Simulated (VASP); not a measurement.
# Ba (Im-3m) in VASP: single point with LDA

Aim: the single point of Ba with LDA.

All numbers are computed with VASP 6.6.1; they aren't measurements. Logs are shortened: lines on timing, memory, paths and dates and some standing lists are left out, and cuts for length are marked.

## (1) The cell of the first run

Symmetry: Im-3m, No. 229, cubic system. Conventional cell: a = 5.020 Å, b = 5.020 Å, c = 5.020 Å, α = 90.00°, β = 90.00°, γ = 90.00°. Within 5.7 Å of Ba (site symmetry m-3m) lie 14 Ba at 4.35 to 5.02 Å.

## (2) Single point, LDA

INCAR reads:

```
ALGO     = Normal         # electronic algorithm
EDIFF    = 1E-6           # SCF threshold, eV
ENCUT    = 500            # plane-wave cutoff, eV
GGA_COMPAT= False        
ISIF     = 2              # what is computed and relaxed
ISMEAR   = 0              # smearing method
LASPH    = True           # aspherical terms in the spheres
LCHARG   = False          # write CHGCAR
LREAL    = False          # projectors in reciprocal space
LWAVE    = False          # write WAVECAR
NBANDS   = 11             # bands
NELM     = 120            # most SCF steps
PREC     = Accurate       # precision mode
SIGMA    = 0.05           # smearing width, eV
```

KPOINTS reads:

```
k-points
0
Gamma
  12 12 12
```

POSCAR reads:

```
Ba
1.0
   -2.5100000000      2.5100000000      2.5100000000
    2.5100000000     -2.5100000000      2.5100000000
    2.5100000000      2.5100000000     -2.5100000000
Ba
1
Direct
    0.0000000000      0.0000000000      0.0000000000
```

Potentials or basis: VASP PAW LDA potentials, release 64 (Ba_sv).

Started as:

```bash
cat potpaw_LDA.64/Ba_sv/POTCAR > POTCAR
mpirun -np 1 vasp_std > vasp.out
```

OUTCAR:

```text
EDIFF = 1E-6
   ENCUT = 500
   ISIF = 2
   ISMEAR = 0
   LASPH = True
   LREAL = False
   NELM = 120
   PREC = Accurate

 ion  position               nearest neighbor table
   1  0.000  0.000  0.000-

  LATTYP: Found a body centered cubic cell.
 ALAT       =     5.0200000000

  Lattice vectors:

 A1 = (  -2.5100000000,   2.5100000000,   2.5100000000)
 A2 = (   2.5100000000,  -2.5100000000,   2.5100000000)
 A3 = (   2.5100000000,   2.5100000000,  -2.5100000000)

Analysis of symmetry for initial positions (statically):
=====================================================================
 Subroutine PRICEL returns:
 Original cell was already a primitive cell.

 Routine SETGRP: Setting up the symmetry group for a
 body centered cubic supercell.

 Subroutine GETGRP returns: Found 48 space group operations
 (whereof 48 operations were pure point group operations)
 out of a pool of 48 trial point group operations.

The static configuration has the point symmetry O_h .

Analysis of symmetry for dynamics (positions and initial velocities):
=====================================================================
 Subroutine PRICEL returns:
 Original cell was already a primitive cell.

 Routine SETGRP: Setting up the symmetry group for a
 body centered cubic supercell.

 Subroutine GETGRP returns: Found 48 space group operations
 (whereof 48 operations were pure point group operations)
 out of a pool of 48 trial point group operations.

The dynamic configuration has the point symmetry O_h .

 Subroutine INISYM returns: Found 48 space group operations
 (whereof 48 operations are pure point group operations),
 and found     1 'primitive' translations

----------------------------------------------------------------------------------------

                                     Primitive cell

  volume of cell :      63.2530

  direct lattice vectors                    reciprocal lattice vectors
    -2.510000000  2.510000000  2.510000000     0.000000000  0.199203187  0.199203187
     2.510000000 -2.510000000  2.510000000     0.199203187  0.000000000  0.199203187
     2.510000000  2.510000000 -2.510000000     0.199203187  0.199203187  0.000000000

  length of vectors
     4.347447527  4.347447527  4.347447527     0.281715849  0.281715849  0.281715849

  position of ions in fractional coordinates (direct lattice)
     0.000000000  0.000000000  0.000000000

  ion indices of the primitive-cell ions
   primitive index   ion index
                 1           1

----------------------------------------------------------------------------------------

 KPOINTS: k-points

Automatic generation of k-mesh.
 Grid dimensions read from file:
 generate k-points for:   12   12   12

 Generating k-lattice:

  Cartesian coordinates                     Fractional coordinates (reciprocal lattice)
     0.000000000  0.016600266  0.016600266     0.083333333  0.000000000  0.000000000
     0.016600266  0.000000000  0.016600266     0.000000000  0.083333333  0.000000000
     0.016600266  0.016600266  0.000000000     0.000000000  0.000000000  0.083333333

  Length of vectors
     0.023476321  0.023476321  0.023476321

  Shift w.r.t. Gamma in fractional coordinates (k-lattice)
     0.000000000  0.000000000  0.000000000

 Subroutine IBZKPT returns following result:
 ===========================================

 Found     72 irreducible k-points:

 Following reciprocal coordinates:
            Coordinates               Weight
  0.000000  0.000000  0.000000      1.000000
  0.083333  0.000000  0.000000     12.000000
  0.166667  0.000000  0.000000     12.000000
  0.250000  0.000000  0.000000     12.000000
  0.333333  0.000000  0.000000     12.000000
  0.416667  0.000000  0.000000     12.000000
[... 16 lines left out ...]
  0.333333  0.083333  0.083333     24.000000
  0.416667  0.083333  0.083333     12.000000
 [... further k-points ...]
   k-points           NKPTS =     72   k-points in BZ     NKDIM =     72   number of bands    NBANDS=     11
   number of dos      NEDOS =    301   number of ions     NIONS =      1
   total plane-waves  NPLWV =  32768
   dimension x,y,z NGX =    32 NGY =   32 NGZ =   32
   dimension x,y,z NGXF=    64 NGYF=   64 NGZF=   64
   ions per type =               1
   NGX,Y,Z   is equivalent  to a cutoff of  12.24, 12.24, 12.24 a.u.
   NGXF,Y,Z  is equivalent  to a cutoff of  24.47, 24.47, 24.47 a.u.
 SYSTEM =  unknown system
   PREC   = accura    normal or accurate (medium, high low for compatibility)
   ISTART =      0    job   : 0-new  1-cont  2-samecut
   ICHARG =      2    charge: 1-file 2-atom 10-const
   ISPIN  =      1    spin polarized calculation?
   LNONCOLLINEAR =      F non collinear calculations
   LSORBIT =      F    spin-orbit coupling
   LASPH  =      T    aspherical Exc in radial PAW
   ENCUT  =  500.0 eV  36.75 Ry    6.06 a.u.   7.93  7.93  7.93*2*pi/ulx,y,z
   NELM   =    120;   NELMIN=  2; NELMDL= -5     # of ELM steps
   EDIFF  = 0.1E-05   stopping-criterion for ELM
   LREAL  =      F    real-space projection
   EDIFFG = 0.1E-04   stopping-criterion for IOM
   NSW    =      0    number of steps for IOM
   IBRION =     -1    ionic relax: 0-MD 1-quasi-New 2-CG
   NFREE  =      0    steps in history (QN), initial steepest desc. (CG)
   ISIF   =      2    stress and relaxation
   ISYM   =      2    0-nonsym 1-usesym 2-fastsym
   POTIM  = 0.5000    time-step for ionic-motion
   TEBEG  =    0.0;   TEEND  =   0.0 temperature during run
   PSTRESS=    0.0 pullay stress
   NELECT =      10.0000    total number of electrons
   NUPDOWN=      -1.0000    fix difference up-down
   EMIN   =  10.00;   EMAX   =-10.00  energy-range for DOS
   EFERMI =   0.00;   METHOD = LEGACY
   ISMEAR =     0;   SIGMA  =   0.05  broadening in eV -4-tet -1-fermi 0-gaus
   EFERMI_NEDOS =   21; number of points for ismear=-14 and -15
   IALGO  =     38    algorithm
   IMIX   =      4    mixing-type and parameters
     AMIX     =   0.40;   BMIX     =  1.00
     AMIX_MAG =   1.60;   BMIX_MAG =  1.00
  volume/ion in A,a.u.               =      63.25       426.85
  Fermi-wavevector in a.u.,A,eV,Ry     =   0.885213  1.672810 10.661553  0.783602
  Thomas-Fermi vector in A             =   2.006216
   LORBIT       =      0    0 simple, 1 ext, 2 COOP (PROOUT), +10 PAW based schemes
   GGA     = CA    functional components
   LHFCALC =     F    Hartree Fock is set to
   AEXX    =    0.0000 exact exchange contribution
   IVDW    =     0    specifies the selected vdW correction
   LEPSILON=     F    determine dielectric tensor
   LRPA    =     F    only Hartree local field effects (RPA)
 non-spin polarized calculation
 Gauss-broadening in eV      SIGMA  =   0.05
  energy-cutoff  :      500.00
  volume of cell :       63.25
 maximum number of plane-waves:      1638
   NGX = 15   NGY = 15   NGZ = 15

 number of electron      10.0000000 magnetization

 Free energy of the ion-electron system (eV)
  ---------------------------------------------------
  ext. energy  EPLUGINS =         0.00000000
  ---------------------------------------------------
  free energy    TOTEN  =        -2.21010896 eV

  energy without entropy =       -2.20815162  energy(sigma->0) =       -2.20913029

 E-fermi :   1.4177     XC(G=0):  -7.6035

 val. band max:        1.4149587375   @ k =  -0.4167   0.5000   0.2500
 cond. band min:       1.4401040738   @ k =   0.3333   0.2500   0.0833
 fundamental gap:      0.0251453363
 Fermi energy:         1.4176519438

 k-point     1 :       0.0000    0.0000    0.0000
  band No.  band energies     occupation
      1     -27.4156      2.00000
      2     -12.3787      2.00000
      3     -12.3787      2.00000
      4     -12.3787      2.00000
      5      -1.3373      2.00000
      6       3.1610      0.00000
      7       3.1610      0.00000
      8       3.1610      0.00000
      9       4.6095      0.00000
     10       4.6095      0.00000
     11       8.3853      0.00000

 k-point     2 :       0.0833    0.0000    0.0000
  band No.  band energies     occupation
      1     -27.4127      2.00000
      2     -12.4121      2.00000
      3     -12.3890      2.00000
      4     -12.3789      2.00000
      5      -1.2067      2.00000
      6       3.0577      0.00000
      7       3.1095      0.00000
      8       3.2937      0.00000
      9       4.4404      0.00000
     10       4.6018      0.00000
     11       8.5313      0.00000

 k-point     3 :       0.1667    0.0000    0.0000
  band No.  band energies     occupation
      1     -27.4048      2.00000
      2     -12.5015      2.00000
      3     -12.4170      2.00000
      4     -12.3794      2.00000
      5      -0.8412      2.00000
      6       2.8068      0.00000
      7       2.8844      0.00000
      8       3.6852      0.00000
      9       4.2702      0.00000
     10       4.6052      0.00000
     11       8.8216      0.00000

 k-point     4 :       0.2500    0.0000    0.0000
  band No.  band energies     occupation
      1     -27.3940      2.00000
      2     -12.6194      2.00000
      3     -12.4547      2.00000
      4     -12.3801      2.00000
      5      -0.3261      2.00000
      6       2.5170      0.00000
      7       2.5503      0.00000
      8       4.3147      0.00000
      9       4.3479      0.00000
     10       4.6691      0.00000
     11       8.6858      0.00000

 k-point     5 :       0.3333    0.0000    0.0000
  band No.  band energies     occupation
      1     -27.3831      2.00000
      2     -12.7329      2.00000
      3     -12.4919      2.00000
      4     -12.3808      2.00000
      5       0.1693      2.00000
      6       2.2689      0.00000
      7       2.3883      0.00000
      8       4.5188      0.00000
      9       4.8189      0.00000
     10       5.1389      0.00000
     11       8.0140      0.00000
[... 211 lines left out ...]
 k-point    21 :       0.1667    0.0833    0.0833
  band No.  band energies     occupation
      1     -27.3908      2.00000
      2     -12.6532      2.00000
      3     -12.4446      2.00000
      4     -12.4058      2.00000
      5      -0.1069      2.00000
      6       2.3459      0.00000
      7       2.3585      0.00000
      8       4.4811      0.00000
      9       4.7034      0.00000
     10       4.7735      0.00000
     11       9.0174      0.00000

 k-point    22 :       0.2500    0.0833    0.0833
  band No.  band energies     occupation
      1     -27.3811      2.00000
      2     -12.7359      2.00000
      3     -12.4949      2.00000
      4     -12.4091      2.00000
      5       0.4131      2.00000
      6       2.1468      0.00000
      7       2.1978      0.00000
      8       4.6126      0.00000
      9       4.8975      0.00000
     10       5.5736      0.00000
     11       8.3340      0.00000

 k-point    23 :       0.3333    0.0833    0.0833
  band No.  band energies     occupation
      1     -27.3741      2.00000
      2     -12.7919      2.00000
      3     -12.5347      2.00000
      4     -12.4115      2.00000
      5       0.7132      2.00000
      6       2.0164      0.00000
      7       2.3591      0.00000
      8       4.6935      0.00000
      9       5.0729      0.00000
     10       6.3433      0.00000
     11       7.4389      0.00000

 k-point    24 :       0.4167    0.0833    0.0833
  band No.  band energies     occupation
      1     -27.3715      2.00000
      2     -12.8116      2.00000
      3     -12.5496      2.00000
      4     -12.4123      2.00000
      5       0.7783      2.00000
      6       1.9725      0.00000
      7       2.5442      0.00000
      8       4.6693      0.00000
      9       5.1554      0.00000
     10       6.8550      0.00000
     11       6.9396      0.00000

 [... further k-points ...]

------------------------ aborting loop because EDIFF is reached ----------------------------------------

  FORCE on cell =-STRESS in cart. coord.  units (eV):
  Direction    XX          YY          ZZ          XY          YZ          ZX
  --------------------------------------------------------------------------------------
  -------------------------------------------------------------------------------------
  Total       -0.4890492     -0.4890492     -0.4890492      0.0000000     -0.0000000      0.0000000
  in kB      -12.3874526    -12.3874526    -12.3874526      0.0000000     -0.0000000      0.0000000
  external PRESSURE =     -12.3874526 kB  Pullay stress =       0.0000000 kB

 VOLUME and BASIS-vectors are now :
 -----------------------------------------------------------------------------
  energy-cutoff  :      500.00
  volume of cell :       63.25
      direct lattice vectors                 reciprocal lattice vectors
    -2.510000000  2.510000000  2.510000000     0.000000000  0.199203187  0.199203187
     2.510000000 -2.510000000  2.510000000     0.199203187  0.000000000  0.199203187
     2.510000000  2.510000000 -2.510000000     0.199203187  0.199203187  0.000000000

 POSITION                                       TOTAL-FORCE (eV/Angst)
 -----------------------------------------------------------------------------------
      0.00000      0.00000      0.00000         0.000000     -0.000000     -0.000000
 -----------------------------------------------------------------------------------
    total drift:                               -0.000000      0.000000      0.000000

  FREE ENERGIE OF THE ION-ELECTRON SYSTEM (eV)
  ---------------------------------------------------
  free  energy   TOTEN  =        -2.2101089598 eV

  energy  without entropy=       -2.2081516231  energy(sigma->0) =       -2.20913029
```

Wall time 18 s (1 thread of Intel Xeon Platinum 8259CL at 2.50GHz (Skylake/Cascade Lake), shared host); peak memory 0.18 GiB.

What came out:

```
Free energy            : -2.2101 eV
Pressure               : -1.2 GPa
Band gap on the k mesh : zero (band 5 reaches 1.93 eV, above the bottom of band 6 at 0.89 eV)
```

Caveat: spin-orbit coupling is left out, which moves the levels of the heavy elements.
